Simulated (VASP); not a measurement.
Set up this calculation in VASP 6.6.1, as the native input.

- Task: relaxation of cell and atoms
- Functional: PBE
- Potentials or basis: VASP PAW PBE potentials, release 64 (Sb, As)
- Cutoff: 600 eV
- k mesh: 6 × 6 × 6
- Occupations: gaussian, width 0.1 eV
- Spin: no spin polarisation
- Dipole correction: no
- Further INCAR settings: ALGO = Normal; EDIFF = 1e-06; IBRION = 2; EDIFFG = -0.04; NSW = 90; ISIF = 3

The structure of Sb2As3 lies in POSCAR:

```
Sb2As3
1.0
    1.9540549319      1.1281741409      9.0580358148
   -1.9540549319      1.1281741409      9.0580358148
    0.0000000000     -2.2563482819      9.0580358148
Sb As
2 3
Direct
    0.4000000000      0.4000000000      0.4000000000
    0.6000000000      0.6000000000      0.6000000000
    0.0000000000      0.0000000000      0.0000000000
    0.2095000000      0.2095000000      0.2095000000
    0.7905000000      0.7905000000      0.7905000000
```

One way to write it, as run:

INCAR

```
SYSTEM = Sb2As3
PREC = Accurate
ENCUT = 600
EDIFF = 1E-6
ISMEAR = 0
SIGMA = 0.1
LREAL = .FALSE.
LASPH = .TRUE.
NELM = 60
ALGO = Normal
ISIF = 3
LWAVE = .FALSE.
LCHARG = .FALSE.
GGA = PE
IBRION = 2
NSW = 90
EDIFFG = -0.04
```

KPOINTS

```
Automatic mesh
0
G
  6 6 6
  0 0 0
```

Potentials or basis: VASP PAW PBE potentials, release 64 (Sb, As).

Launch:

```bash
$ cat potpaw_PBE.64/Sb/POTCAR potpaw_PBE.64/As/POTCAR > POTCAR
$ mpirun -np 1 vasp_std > vasp.out
```

It gave:

```json
{
  "Relaxed volume": "24.00 Å³/atom",
  "Relaxed cell": "a = 8.617 Å, b = 8.617 Å, c = 8.617 Å, α = 27.45°, β = 27.45°, γ = 27.45°",
  "Space group after relaxing (to 0.1 Å)": "R-3m (No. 166)",
  "Energy gained by relaxing": "104.0 meV/atom",
  "Ionic steps": "15",
  "Pressure after relaxing": "0.0 GPa",
  "Largest force after relaxing": "0.013 eV/Å",
  "Band gap on the k mesh": "zero (an odd number of electrons rules out a gap without spin polarisation)"
}
```

Caveat: spin-orbit coupling is left out, which moves the levels of the heavy elements; an odd number of electrons without spin polarisation forces a metal; a magnetic or distorted state may lie lower.

It took 41 min on 1 thread of AMD EPYC 9R45 96-Core Processor (Zen 5), with other jobs on the host, peak memory 1 GiB.
